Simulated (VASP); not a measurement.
# Ca (Fm-3m) in VASP: further runs

Aim: see how the results for Ca move with the level of theory and the settings. Levels: PBE, r2SCAN. Tasks: single point.

Program: VASP 6.6.1. These are calculated values, not measurements. Logs are shortened: lines on timing, memory, paths and dates and some standing lists are left out, and cuts for length are marked.

### Step 1. The cell of the first run

It takes space group Fm-3m (No. 225, cubic). The conventional cell has a = 5.580 Å, b = 5.580 Å, c = 5.580 Å, α = 90.00°, β = 90.00°, γ = 90.00°. Ca (site symmetry m-3m) has 12 Ca at 3.95 Å within 5.2 Å.

### Step 2. Single point, PBE

Input file INCAR:

```
  ALGO = Fast
  EDIFF = 1E-6
  ENCUT = 520
  GGA = PE
  ISIF = 2
  ISMEAR = 0
  LASPH = True
  LCHARG = False
  LREAL = False
  LWAVE = False
  NBANDS = 11
  NELM = 100
  PREC = Accurate
  SIGMA = 0.05
```

Input file KPOINTS:

```
k-points
0
Gamma
  6 6 6
```

Input file POSCAR:

```
Ca
1.0
    0.0000000000      2.7900000000      2.7900000000
    2.7900000000      0.0000000000      2.7900000000
    2.7900000000      2.7900000000      0.0000000000
Ca
1
Direct
    0.0000000000      0.0000000000      0.0000000000
```

Potentials or basis: VASP PAW PBE potentials, release 64 (Ca_sv).

On the command line:

```
$ cat potpaw_PBE.64/Ca_sv/POTCAR > POTCAR
$ mpirun -np 1 vasp_std > vasp.out
```

OUTCAR:

```text
EDIFF = 1E-6
   ENCUT = 520
   GGA = PE
   ISIF = 2
   ISMEAR = 0
   LASPH = True
   LREAL = False
   NELM = 100
   PREC = Accurate

 ion  position               nearest neighbor table
   1  0.000  0.000  0.000-

  LATTYP: Found a face centered cubic cell.
 ALAT       =     5.5800000000

  Lattice vectors:

 A1 = (   0.0000000000,   2.7900000000,   2.7900000000)
 A2 = (   2.7900000000,   0.0000000000,   2.7900000000)
 A3 = (   2.7900000000,   2.7900000000,   0.0000000000)

Analysis of symmetry for initial positions (statically):
=====================================================================
 Subroutine PRICEL returns:
 Original cell was already a primitive cell.

 Routine SETGRP: Setting up the symmetry group for a
 face centered cubic supercell.

 Subroutine GETGRP returns: Found 48 space group operations
 (whereof 48 operations were pure point group operations)
 out of a pool of 48 trial point group operations.

The static configuration has the point symmetry O_h .

Analysis of symmetry for dynamics (positions and initial velocities):
=====================================================================
 Subroutine PRICEL returns:
 Original cell was already a primitive cell.

 Routine SETGRP: Setting up the symmetry group for a
 face centered cubic supercell.

 Subroutine GETGRP returns: Found 48 space group operations
 (whereof 48 operations were pure point group operations)
 out of a pool of 48 trial point group operations.

The dynamic configuration has the point symmetry O_h .

 Subroutine INISYM returns: Found 48 space group operations
 (whereof 48 operations are pure point group operations),
 and found     1 'primitive' translations

----------------------------------------------------------------------------------------

                                     Primitive cell

  volume of cell :      43.4353

  direct lattice vectors                    reciprocal lattice vectors
     0.000000000  2.790000000  2.790000000    -0.179211470  0.179211470  0.179211470
     2.790000000  0.000000000  2.790000000     0.179211470 -0.179211470  0.179211470
     2.790000000  2.790000000  0.000000000     0.179211470  0.179211470 -0.179211470

  length of vectors
     3.945655839  3.945655839  3.945655839     0.310403371  0.310403371  0.310403371

  position of ions in fractional coordinates (direct lattice)
     0.000000000  0.000000000  0.000000000

  ion indices of the primitive-cell ions
   primitive index   ion index
                 1           1

----------------------------------------------------------------------------------------

 KPOINTS: k-points

Automatic generation of k-mesh.
 Grid dimensions read from file:
 generate k-points for:    6    6    6

 Generating k-lattice:

  Cartesian coordinates                     Fractional coordinates (reciprocal lattice)
    -0.029868578  0.029868578  0.029868578     0.166666667  0.000000000  0.000000000
     0.029868578 -0.029868578  0.029868578     0.000000000  0.166666667  0.000000000
     0.029868578  0.029868578 -0.029868578     0.000000000  0.000000000  0.166666667

  Length of vectors
     0.051733895  0.051733895  0.051733895

  Shift w.r.t. Gamma in fractional coordinates (k-lattice)
     0.000000000  0.000000000  0.000000000

 Subroutine IBZKPT returns following result:
 ===========================================

 Found     16 irreducible k-points:

 Following reciprocal coordinates:
            Coordinates               Weight
  0.000000  0.000000  0.000000      1.000000
  0.166667  0.000000  0.000000      8.000000
  0.333333  0.000000  0.000000      8.000000
  0.500000  0.000000  0.000000      4.000000
  0.166667  0.166667  0.000000      6.000000
  0.333333  0.166667  0.000000     24.000000
[... 8 lines left out ...]
 -0.333333  0.333333  0.166667     24.000000
 -0.333333  0.500000  0.166667     12.000000
   k-points           NKPTS =     16   k-points in BZ     NKDIM =     16   number of bands    NBANDS=     11
   number of dos      NEDOS =    301   number of ions     NIONS =      1
   total plane-waves  NPLWV =  27000
   dimension x,y,z NGX =    30 NGY =   30 NGZ =   30
   dimension x,y,z NGXF=    60 NGYF=   60 NGZF=   60
   ions per type =               1
   NGX,Y,Z   is equivalent  to a cutoff of  12.64, 12.64, 12.64 a.u.
   NGXF,Y,Z  is equivalent  to a cutoff of  25.28, 25.28, 25.28 a.u.
 SYSTEM =  unknown system
   PREC   = accura    normal or accurate (medium, high low for compatibility)
   ISTART =      0    job   : 0-new  1-cont  2-samecut
   ICHARG =      2    charge: 1-file 2-atom 10-const
   ISPIN  =      1    spin polarized calculation?
   LNONCOLLINEAR =      F non collinear calculations
   LSORBIT =      F    spin-orbit coupling
   LASPH  =      T    aspherical Exc in radial PAW
   ENCUT  =  520.0 eV  38.22 Ry    6.18 a.u.   7.34  7.34  7.34*2*pi/ulx,y,z
   NELM   =    100;   NELMIN=  2; NELMDL= -5     # of ELM steps
   EDIFF  = 0.1E-05   stopping-criterion for ELM
   LREAL  =      F    real-space projection
[... 7 lines left out ...]
   TEBEG  =    0.0;   TEEND  =   0.0 temperature during run
   PSTRESS=    0.0 pullay stress
   NELECT =      10.0000    total number of electrons
   NUPDOWN=      -1.0000    fix difference up-down
   EMIN   =  10.00;   EMAX   =-10.00  energy-range for DOS
   EFERMI =   0.00;   METHOD = LEGACY
   ISMEAR =     0;   SIGMA  =   0.05  broadening in eV -4-tet -1-fermi 0-gaus
   EFERMI_NEDOS =   21; number of points for ismear=-14 and -15
   IALGO  =     68    algorithm
   IMIX   =      4    mixing-type and parameters
     AMIX     =   0.40;   BMIX     =  1.00
     AMIX_MAG =   1.60;   BMIX_MAG =  1.00
  volume/ion in A,a.u.               =      43.44       293.12
  Fermi-wavevector in a.u.,A,eV,Ry     =   1.003369  1.896092 13.697653  1.006749
  Thomas-Fermi vector in A             =   2.135916
   LORBIT       =      0    0 simple, 1 ext, 2 COOP (PROOUT), +10 PAW based schemes
   GGA     = PE    functional components
   LHFCALC =     F    Hartree Fock is set to
   AEXX    =    0.0000 exact exchange contribution
   IVDW    =     0    specifies the selected vdW correction
   LEPSILON=     F    determine dielectric tensor
   LRPA    =     F    only Hartree local field effects (RPA)
 non-spin polarized calculation
 RMM-DIIS sequential band-by-band and
 Gauss-broadening in eV      SIGMA  =   0.05
  energy-cutoff  :      520.00
  volume of cell :       43.44
 maximum number of plane-waves:      1211
 NGX is ok and might be reduce to    30
   NGX = 15   NGY = 15   NGZ = 15

 number of electron      10.0000000 magnetization

 number of electron       9.9999997 magnetization

 Free energy of the ion-electron system (eV)
  ---------------------------------------------------
  ext. energy  EPLUGINS =         0.00000000
  ---------------------------------------------------
  free energy    TOTEN  =        -1.90174245 eV

  energy without entropy =       -1.89796982  energy(sigma->0) =       -1.89985613

 E-fermi :   1.8945     XC(G=0):  -7.6449

 val. band max:        1.8597049349   @ k =  -0.3333   0.3333   0.1667
 cond. band min:       1.9489581517   @ k =  -0.3333   0.3333   0.1667
 fundamental gap:      0.0892532169
 Fermi energy:         1.8945470836

 k-point     1 :       0.0000    0.0000    0.0000
  band No.  band energies     occupation
      1     -40.2316      2.00000
      2     -21.1533      2.00000
      3     -21.1533      2.00000
      4     -21.1533      2.00000
      5      -2.1223      2.00000
      6       4.1493      0.00000
      7       4.1493      0.00000
      8       4.1493      0.00000
      9       5.1793      0.00000
     10       5.1793      0.00000
     11      10.8457      0.00000

 k-point     2 :       0.1667    0.0000    0.0000
  band No.  band energies     occupation
      1     -40.2287      2.00000
      2     -21.1846      2.00000
      3     -21.1576      2.00000
      4     -21.1576      2.00000
      5      -1.6660      2.00000
      6       3.6996      0.00000
      7       4.2777      0.00000
      8       4.2777      0.00000
      9       5.0938      0.00000
     10       5.0938      0.00000
     11      10.3544      0.00000

 k-point     3 :       0.3333    0.0000    0.0000
  band No.  band energies     occupation
      1     -40.2227      2.00000
      2     -21.2466      2.00000
      3     -21.1662      2.00000
      4     -21.1662      2.00000
      5      -0.4266      2.00000
      6       2.7269      0.00000
      7       4.1766      0.00000
      8       4.1766      0.00000
      9       5.4561      0.00000
     10       5.4561      0.00000
     11       7.9340      0.00000

 k-point     4 :       0.5000    0.0000    0.0000
  band No.  band energies     occupation
      1     -40.2198      2.00000
      2     -21.2773      2.00000
      3     -21.1706      2.00000
      4     -21.1706      2.00000
      5       0.8765      2.00000
      6       1.6709      2.00000
      7       4.0368      0.00000
      8       4.0368      0.00000
      9       5.8433      0.00000
     10       5.8433      0.00000
     11       6.8917      0.00000

 k-point     5 :       0.1667    0.1667    0.0000
  band No.  band energies     occupation
      1     -40.2277      2.00000
      2     -21.1836      2.00000
      3     -21.1647      2.00000
      4     -21.1647      2.00000
      5      -1.5164      2.00000
      6       3.6092      0.00000
      7       4.3945      0.00000
      8       4.3945      0.00000
      9       4.6084      0.00000
     10       5.3318      0.00000
     11      11.5075      0.00000

 k-point     6 :       0.3333    0.1667    0.0000
  band No.  band energies     occupation
      1     -40.2228      2.00000
      2     -21.2290      2.00000
      3     -21.1750      2.00000
      4     -21.1747      2.00000
      5      -0.5396      2.00000
      6       2.9972      0.00000
      7       3.9084      0.00000
      8       4.5026      0.00000
      9       5.0374      0.00000
     10       5.6050      0.00000
     11       8.7503      0.00000

 k-point     7 :       0.5000    0.1667    0.0000
  band No.  band energies     occupation
      1     -40.2188      2.00000
      2     -21.2646      2.00000
      3     -21.1887      2.00000
      4     -21.1777      2.00000
      5       0.9373      2.00000
      6       2.0019      0.00240
      7       3.6024      0.00000
      8       4.3343      0.00000
      9       5.8616      0.00000
     10       5.8686      0.00000
     11       6.8394      0.00000

 k-point     8 :      -0.3333    0.1667    0.0000
  band No.  band energies     occupation
      1     -40.2198      2.00000
      2     -21.2548      2.00000
      3     -21.1927      2.00000
      4     -21.1706      2.00000
      5       0.4325      2.00000
      6       2.4430      0.00000
      7       3.5888      0.00000
      8       4.3498      0.00000
      9       5.3502      0.00000
     10       6.0477      0.00000
     11       7.3857      0.00000
[... 29 lines left out ...]
 k-point    11 :       0.5000    0.3333    0.0000
  band No.  band energies     occupation
      1     -40.2169      2.00000
      2     -21.2576      2.00000
      3     -21.2064      2.00000
      4     -21.1918      2.00000
      5       1.2020      2.00000
      6       2.4460      0.00000
      7       2.9622      0.00000
      8       5.1474      0.00000
      9       5.9269      0.00000
     10       5.9643      0.00000
     11       6.9604      0.00000

 k-point    12 :      -0.3333    0.3333    0.0000
  band No.  band energies     occupation
      1     -40.2169      2.00000
      2     -21.2369      2.00000
      3     -21.2362      2.00000
      4     -21.1834      2.00000
      5       1.6537      2.00000
      6       2.4231      0.00000
      7       2.6401      0.00000
      8       4.7840      0.00000
      9       5.5661      0.00000
     10       5.9685      0.00000
     11       7.3447      0.00000

 k-point    13 :       0.5000    0.5000    0.0000
  band No.  band energies     occupation
      1     -40.2159      2.00000
      2     -21.2702      2.00000
      3     -21.1989      2.00000
      4     -21.1989      2.00000
      5       1.4215      2.00000
      6       2.4428      0.00000
      7       2.7678      0.00000
      8       5.8343      0.00000
      9       6.0202      0.00000
     10       6.0202      0.00000
     11       7.6513      0.00000

 k-point    14 :       0.5000    0.3333    0.1667
  band No.  band energies     occupation
      1     -40.2188      2.00000
      2     -21.2456      2.00000
      3     -21.2038      2.00000
      4     -21.1812      2.00000
      5       0.5622      2.00000
      6       2.7128      0.00000
      7       3.1887      0.00000
      8       4.7400      0.00000
      9       5.2689      0.00000
     10       6.0858      0.00000
     11       7.8964      0.00000

 k-point    15 :      -0.3333    0.3333    0.1667
  band No.  band energies     occupation
      1     -40.2169      2.00000
      2     -21.2496      2.00000
      3     -21.2187      2.00000
      4     -21.1883      2.00000
      5       1.8597      1.67561
      6       1.9490      0.12381
      7       2.9803      0.00000
      8       4.5550      0.00000
      9       5.6671      0.00000
     10       6.5038      0.00000
     11       6.5762      0.00000

 k-point    16 :      -0.3333    0.5000    0.1667
  band No.  band energies     occupation
      1     -40.2159      2.00000
      2     -21.2524      2.00000
      3     -21.2168      2.00000
      4     -21.1996      2.00000
      5       1.8556      1.72969
      6       2.4736      0.00000
      7       2.6282      0.00000
      8       4.7461      0.00000
      9       6.0217      0.00000
     10       6.4888      0.00000
     11       7.0189      0.00000

------------------------ aborting loop because EDIFF is reached ----------------------------------------

  FORCE on cell =-STRESS in cart. coord.  units (eV):
  Direction    XX          YY          ZZ          XY          YZ          ZX
  --------------------------------------------------------------------------------------
  -------------------------------------------------------------------------------------
  Total       -0.1820676     -0.1820676     -0.1820676      0.0000000     -0.0000000      0.0000000
  in kB       -6.7158460     -6.7158460     -6.7158460      0.0000000     -0.0000000      0.0000000
  external PRESSURE =      -6.7158460 kB  Pullay stress =       0.0000000 kB

 VOLUME and BASIS-vectors are now :
 -----------------------------------------------------------------------------
  energy-cutoff  :      520.00
  volume of cell :       43.44
      direct lattice vectors                 reciprocal lattice vectors
     0.000000000  2.790000000  2.790000000    -0.179211470  0.179211470  0.179211470
     2.790000000  0.000000000  2.790000000     0.179211470 -0.179211470  0.179211470
     2.790000000  2.790000000  0.000000000     0.179211470  0.179211470 -0.179211470

 POSITION                                       TOTAL-FORCE (eV/Angst)
 -----------------------------------------------------------------------------------
      0.00000      0.00000      0.00000        -0.000000      0.000000      0.000000
 -----------------------------------------------------------------------------------
    total drift:                               -0.000000     -0.000000      0.000000

  FREE ENERGIE OF THE ION-ELECTRON SYSTEM (eV)
  ---------------------------------------------------
  free  energy   TOTEN  =        -1.9017424461 eV

  energy  without entropy=       -1.8979698175  energy(sigma->0) =       -1.89985613
```

Wall time 5.6 s (1 thread of Intel Xeon 6975P-C (Granite Rapids), shared host); peak memory 0.15 GiB.

What came out:

```yaml
Free_energy: -1.9017 eV
Pressure: -0.7 GPa
Band_gap_on_the_k_mesh: zero (band 5 reaches 1.86 eV, above the bottom of band 6 at 1.67 eV)
```

Levels at points of the mesh, in eV from the Fermi level:
```
           k point  band 2  band 3  band 4  band 5  band 6  band 7  band 8  band 9
(0.00, 0.00, 0.00)  -23.05  -23.05  -23.05   -4.02    2.25    2.25    2.25    3.28
(0.50, 0.00, 0.00)  -23.17  -23.07  -23.07   -1.02   -0.22    2.14    2.14    3.95
(0.50, 0.50, 0.00)  -23.16  -23.09  -23.09   -0.47    0.55    0.87    3.94    4.13
```

(Continued in part 2 of 2.)
